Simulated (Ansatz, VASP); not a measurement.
**Two plane-wave programs on AlFe**

```
Al Fe
1.0
     2.76862    0.00000    0.00000
     0.00000    2.76862    0.00000
     0.00000    0.00000    2.52360
Al Fe
1 1
Direct
  0.00000 0.00000 0.00000
  0.50000 0.50000 0.50000
```

Alike in both runs: task single point; functional PBEsol; k mesh 18 × 18 × 18; occupations gaussian, width 0.15 eV; collinear spin.

```csv
,VASP,Ansatz
version,VASP 6.6.1,Ansatz 0.2.0
potentials or method,"VASP PAW PBE potentials, release 64 (Al, Fe), cutoff 520 eV","scalar-relativistic, plane waves, PAW"
valence electrons in the cell,11,19
```

```tsv
	VASP	Ansatz	Ansatz less VASP
gap on the k mesh at the Fermi level (eV)	none	none	-
net moment per atom (μB)	0.29	0.29	+0.002
size of the moment on the site where the two differ most (μB)	0.59	0.57	-0.011
```

VASP's potentials were made for PBE, not for PBEsol. Site moments also hang on the region over which each program counts them. A gap of «none» marks a metal or a gap that the smearing closes. With one functional, cell and mesh, what is left measures potentials, basis and numerics. VASP's potentials hold 11 valence electrons a cell and Ansatz's 19, so a difference there can come from the potentials and not from the codes.
